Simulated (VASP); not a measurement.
# Ir (P6_3/mmc) in VASP: a series of runs, part 2 of 2

VASP 6.6.1. The steps go on from the part before.

## 3. Single point, PBE (14.13 Å³/atom)

This run uses another cell than the first one, of 14.13 Å³/atom.

Contents of INCAR:

```
SYSTEM = Ir
PREC = Accurate
ENCUT = 520
EDIFF = 1E-6
ISMEAR = -1
SIGMA = 0.03
LREAL = .FALSE.
LASPH = .TRUE.
NELM = 80
ALGO = Normal
ISIF = 2
LWAVE = .FALSE.
LCHARG = .FALSE.
GGA = PE
NBANDS = 16
```

Contents of KPOINTS:

```
Automatic mesh
0
G
  15 15 8
  0 0 0
```

Contents of POSCAR:

```
Ir
1.0
    2.7207989171      0.0000000000      0.0000000000
   -1.3603994585      2.3562809808      0.0000000000
    0.0000000000      0.0000000000      4.4066922990
Ir
2
Direct
    0.3333333333      0.6666666667      0.2500000000
    0.6666666667      0.3333333333      0.7500000000
```

Potentials or basis: VASP PAW PBE potentials, release 64 (Ir).

The run is started by

```sh
$ cat potpaw_PBE.64/Ir/POTCAR > POTCAR
$ mpirun -np 1 vasp_std > vasp.out
```

OUTCAR:

```text
SYSTEM = Ir
   PREC = Accurate
   ENCUT = 520
   EDIFF = 1E-6
   ISMEAR = -1
   LREAL = .FALSE.
   LASPH = .TRUE.
   NELM = 80
   ISIF = 2
   GGA = PE

 ion  position               nearest neighbor table
   1  0.333  0.667  0.250-   2 2.71   2 2.71   2 2.71   2 2.71   2 2.71   2 2.71
   2  0.667  0.333  0.750-   1 2.71   1 2.71   1 2.71   1 2.71   1 2.71   1 2.71

  LATTYP: Found a hexagonal cell.
 ALAT       =     2.7207989171
 C/A-ratio  =     1.6196317454

  Lattice vectors:

 A1 = (   2.7207989171,   0.0000000000,   0.0000000000)
 A2 = (  -1.3603994585,   2.3562809808,   0.0000000000)
 A3 = (   0.0000000000,   0.0000000000,   4.4066922990)

Analysis of symmetry for initial positions (statically):
=====================================================================
 Subroutine PRICEL returns:
 Original cell was already a primitive cell.

 Routine SETGRP: Setting up the symmetry group for a
 hexagonal supercell.

 Subroutine GETGRP returns: Found 24 space group operations
 (whereof 12 operations were pure point group operations)
 out of a pool of 24 trial point group operations.

The static configuration has the point symmetry D_3d.
 The point group associated with its full space group is D_6h.

Analysis of symmetry for dynamics (positions and initial velocities):
=====================================================================
 Subroutine PRICEL returns:
 Original cell was already a primitive cell.

 Routine SETGRP: Setting up the symmetry group for a
 hexagonal supercell.

 Subroutine GETGRP returns: Found 24 space group operations
 (whereof 12 operations were pure point group operations)
 out of a pool of 24 trial point group operations.

The dynamic configuration has the point symmetry D_3d.
 The point group associated with its full space group is D_6h.

 Subroutine INISYM returns: Found 24 space group operations
 (whereof 12 operations are pure point group operations),
 and found     1 'primitive' translations

----------------------------------------------------------------------------------------

                                     Primitive cell

  volume of cell :      28.2512

  direct lattice vectors                    reciprocal lattice vectors
     2.720798917  0.000000000  0.000000000     0.367539105  0.212198801  0.000000000
    -1.360399459  2.356280981  0.000000000     0.000000000  0.424397603  0.000000000
     0.000000000  0.000000000  4.406692299     0.000000000  0.000000000  0.226927576

  length of vectors
     2.720798917  2.720798917  4.406692299     0.424397603  0.424397603  0.226927576

  position of ions in fractional coordinates (direct lattice)
     0.333333333  0.666666667  0.250000000
     0.666666667  0.333333333  0.750000000

  ion indices of the primitive-cell ions
   primitive index   ion index
                 1           1
                 2           2

----------------------------------------------------------------------------------------

 KPOINTS: Automatic mesh

Automatic generation of k-mesh.
 Grid dimensions read from file:
 generate k-points for:   15   15    8

 Generating k-lattice:

  Cartesian coordinates                     Fractional coordinates (reciprocal lattice)
     0.024502607  0.014146587  0.000000000     0.066666667  0.000000000  0.000000000
     0.000000000  0.028293174  0.000000000     0.000000000  0.066666667  0.000000000
     0.000000000  0.000000000  0.028365947     0.000000000  0.000000000  0.125000000

  Length of vectors
     0.028293174  0.028293174  0.028365947

  Shift w.r.t. Gamma in fractional coordinates (k-lattice)
     0.000000000  0.000000000  0.000000000

 Subroutine IBZKPT returns following result:
 ===========================================

 Found    135 irreducible k-points:

 Following reciprocal coordinates:
            Coordinates               Weight
  0.000000  0.000000  0.000000      1.000000
  0.066667  0.000000  0.000000      6.000000
  0.133333 -0.000000  0.000000      6.000000
  0.200000  0.000000  0.000000      6.000000
  0.266667 -0.000000  0.000000      6.000000
  0.333333  0.000000  0.000000      6.000000
[... 16 lines left out ...]
  0.333333  0.200000  0.000000     12.000000
  0.400000  0.200000  0.000000      6.000000
 [... further k-points ...]
   k-points           NKPTS =    135   k-points in BZ     NKDIM =    135   number of bands    NBANDS=     16
   number of dos      NEDOS =    301   number of ions     NIONS =      2
   total plane-waves  NPLWV =  14400
   dimension x,y,z NGX =    20 NGY =   20 NGZ =   36
   dimension x,y,z NGXF=    40 NGYF=   40 NGZF=   72
   ions per type =               2
   NGX,Y,Z   is equivalent  to a cutoff of  12.22, 12.22, 13.58 a.u.
   NGXF,Y,Z  is equivalent  to a cutoff of  24.44, 24.44, 27.16 a.u.
 SYSTEM =  Ir
   PREC   = accura    normal or accurate (medium, high low for compatibility)
   ISTART =      0    job   : 0-new  1-cont  2-samecut
   ICHARG =      2    charge: 1-file 2-atom 10-const
   ISPIN  =      1    spin polarized calculation?
   LNONCOLLINEAR =      F non collinear calculations
   LSORBIT =      F    spin-orbit coupling
   LASPH  =      T    aspherical Exc in radial PAW
   ENCUT  =  520.0 eV  38.22 Ry    6.18 a.u.   5.06  5.06  8.19*2*pi/ulx,y,z
   NELM   =     80;   NELMIN=  2; NELMDL= -5     # of ELM steps
   EDIFF  = 0.1E-05   stopping-criterion for ELM
   LREAL  =      F    real-space projection
   EDIFFG = 0.1E-04   stopping-criterion for IOM
   NSW    =      0    number of steps for IOM
   IBRION =     -1    ionic relax: 0-MD 1-quasi-New 2-CG
   NFREE  =      0    steps in history (QN), initial steepest desc. (CG)
   ISIF   =      2    stress and relaxation
   ISYM   =      2    0-nonsym 1-usesym 2-fastsym
   POTIM  = 0.5000    time-step for ionic-motion
   TEBEG  =    0.0;   TEEND  =   0.0 temperature during run
   PSTRESS=    0.0 pullay stress
   NELECT =      18.0000    total number of electrons
   NUPDOWN=      -1.0000    fix difference up-down
   EMIN   =  10.00;   EMAX   =-10.00  energy-range for DOS
   EFERMI =   0.00;   METHOD = LEGACY
   ISMEAR =    -1;   SIGMA  =   0.03  broadening in eV -4-tet -1-fermi 0-gaus
   EFERMI_NEDOS =   21; number of points for ismear=-14 and -15
   IALGO  =     38    algorithm
   IMIX   =      4    mixing-type and parameters
     AMIX     =   0.40;   BMIX     =  1.00
     AMIX_MAG =   1.60;   BMIX_MAG =  1.00
  volume/ion in A,a.u.               =      14.13        95.32
  Fermi-wavevector in a.u.,A,eV,Ry     =   1.408706  2.662068 27.000102  1.984452
  Thomas-Fermi vector in A             =   2.530836
   LORBIT       =      0    0 simple, 1 ext, 2 COOP (PROOUT), +10 PAW based schemes
   GGA     = PE    functional components
   LHFCALC =     F    Hartree Fock is set to
   AEXX    =    0.0000 exact exchange contribution
   IVDW    =     0    specifies the selected vdW correction
   LEPSILON=     F    determine dielectric tensor
   LRPA    =     F    only Hartree local field effects (RPA)
 non-spin polarized calculation
  energy-cutoff  :      520.00
  volume of cell :       28.25
 maximum number of plane-waves:       780
   NGX = 11   NGY = 11   NGZ = 17

 number of electron      18.0000000 magnetization

 Free energy of the ion-electron system (eV)
  ---------------------------------------------------
  ext. energy  EPLUGINS =         0.00000000
  ---------------------------------------------------
  free energy    TOTEN  =       -17.52365549 eV

  energy without entropy =      -17.51528276  energy(sigma->0) =      -17.51946913

 E-fermi :  10.5588     XC(G=0): -13.9970

 val. band max:       10.5546672277   @ k =   0.2000   0.0667   0.3750
 cond. band min:      10.5600589422   @ k =   0.3333   0.1333   0.3750
 fundamental gap:      0.0053917145
 Fermi energy:        10.5588236397

 k-point     1 :       0.0000    0.0000    0.0000
  band No.  band energies     occupation
      1      -0.7035      2.00000
      2       2.3412      2.00000
      3       6.5982      2.00000
      4       6.6883      2.00000
      5       6.6883      2.00000
      6       7.3544      2.00000
[... 8 lines left out ...]
     15      26.9890      0.00000
     16      28.0520      0.00000
[... 419 lines left out ...]
 k-point    24 :       0.4000    0.2000    0.0000
  band No.  band energies     occupation
      1       3.6685      2.00000
      2       3.9788      2.00000
      3       4.0025      2.00000
      4       6.0205      2.00000
      5       6.1533      2.00000
      6       6.6949      2.00000
[... 8 lines left out ...]
     15      22.7628      0.00000
     16      23.7147      0.00000

 [... further k-points ...]
[... 5 lines left out ...]
  --------------------------------------------------------------------------------------
  -------------------------------------------------------------------------------------
  Total        2.0954016      2.0954016      2.1405559      0.0000000      0.0000000      0.0000000
  in kB      118.8342404    118.8342404    121.3950296      0.0000000      0.0000000      0.0000000
  external PRESSURE =     119.6878368 kB  Pullay stress =       0.0000000 kB

 VOLUME and BASIS-vectors are now :
 -----------------------------------------------------------------------------
  energy-cutoff  :      520.00
  volume of cell :       28.25
      direct lattice vectors                 reciprocal lattice vectors
     2.720798917  0.000000000  0.000000000     0.367539105  0.212198801  0.000000000
    -1.360399459  2.356280981  0.000000000     0.000000000  0.424397603  0.000000000
     0.000000000  0.000000000  4.406692299     0.000000000  0.000000000  0.226927576

 POSITION                                       TOTAL-FORCE (eV/Angst)
 -----------------------------------------------------------------------------------
     -0.00000      1.57085      1.10167         0.000000      0.000000      0.000000
      1.36040      0.78543      3.30502        -0.000000      0.000000      0.000000
 -----------------------------------------------------------------------------------
    total drift:                               -0.000000      0.000000     -0.000000

  FREE ENERGIE OF THE ION-ELECTRON SYSTEM (eV)
  ---------------------------------------------------
  free  energy   TOTEN  =       -17.5236554882 eV

  energy  without entropy=      -17.5152827624  energy(sigma->0) =      -17.51946913
```

stdout:

```text
POSCAR found type information on POSCAR Ir
 POSCAR found :  1 types and       2 ions
 scaLAPACK will be used
 LDA part: xc-table for (Slater+PW92), standard interpolation
 POSCAR, INCAR and KPOINTS ok, starting setup
 FFT: planning ... GRIDC
 FFT: planning ... GRID_SOFT
 FFT: planning ... GRID
 WAVECAR not read
 entering main loop
```

It took 50 s on 1 thread of Intel Xeon 8259CL, shared host; peak memory 0.18 GiB.

Results:

```
Free energy            : -17.5237 eV
Pressure               : 12.0 GPa
Band gap on the k mesh : zero (bands 9 and 10 overlap by 3.30 eV)
```

Levels at points of the mesh, in eV from the Fermi level:
```csv
k point,band 5,band 6,band 7,band 8,band 9,band 10,band 11,band 12,band 13,band 14
"(0.00, 0.00, 0.00)",-3.87,-3.20,-3.20,-2.41,-2.41,-0.82,0.27,0.27,7.12,14.23
"(0.00, 0.00, 0.50)",-4.00,-4.00,-4.00,-4.00,-0.48,-0.48,-0.48,-0.48,13.63,13.63
```

Caveat: the cell stands under pressure; spin-orbit coupling is left out, which moves the levels of the heavy elements.

## 4. Single point, PBE

This run uses another cell than the first one, of 14.56 Å³/atom.

Contents of INCAR:

```
PREC = Accurate
ENCUT = 520
EDIFF = 1E-6
ISMEAR = -1
SIGMA = 0.03
LREAL = False
LASPH = True
NELM = 100
ALGO = Normal
ISIF = 2
LWAVE = False
LCHARG = True
GGA = PE
LELF = True
LVHAR = True
NBANDS = 16
```

Contents of KPOINTS:

```
regular mesh
0
Gamma
  15 15 8
```

Contents of POSCAR:

```
Ir
1.0
    2.7485640890      0.0000000000      0.0000000000
   -1.3742820445      2.3803263250      0.0000000000
    0.0000000000      0.0000000000      4.4516616529
Ir
2
Direct
    0.3333333333      0.6666666667      0.2500000000
    0.6666666667      0.3333333333      0.7500000000
```

The run is started by

```sh
$ cat potpaw_PBE.64/Ir/POTCAR > POTCAR
$ mpirun -np 1 vasp_std > vasp.out
```

Wall time 69 s (1 thread of Intel Xeon 8259CL, shared host); peak memory 0.18 GiB.

It converged, with:

```yaml
Free_energy: -17.5572 eV
Pressure: 0.5 GPa
Band_gap_on_the_k_mesh: zero (bands 9 and 10 overlap by 3.13 eV)
```

Stress tensor (GPa, compression positive):
```
0.49 0.00 0.00
0.00 0.49 0.00
0.00 0.00 0.60
```

Levels at points of the mesh, in eV from the Fermi level:
```tsv
k point	band 7	band 8	band 9	band 10	band 11	band 12
(0.00, 0.00, 0.00)	-3.06	-2.30	-2.30	-0.74	0.26	0.26
(0.00, 0.00, 0.50)	-3.81	-3.81	-0.46	-0.46	-0.46	-0.46
```

Caveat: spin-orbit coupling is left out, which moves the levels of the heavy elements.

## 5. Summary

| cell | gap on the mesh (eV) | pressure (GPa) |
| --- | --- | --- |
| a = 2.693, b = 2.693, c = 4.362 Å, angles 90.0, 90.0, 120.0°, 2 atoms | none | 25.5 |
| a = 2.721, b = 2.721, c = 4.407 Å, angles 90.0, 90.0, 120.0°, 2 atoms | none | 12.0 |
| a = 2.749, b = 2.749, c = 4.452 Å, angles 90.0, 90.0, 120.0°, 2 atoms | none | 0.5 |

Alike in all rows: task single point; level PBE; potentials or basis VASP PAW PBE potentials, release 64 (Ir); no spin polarisation; k mesh 15 × 15 × 8; cutoff (eV) 520; smearing fermi-dirac 0.03 eV.

Caveats: spin-orbit coupling is left out, which moves the levels of the heavy elements; the cell stands under pressure (at least some runs).

Absolute energies hang on the potentials; compare differences alone.
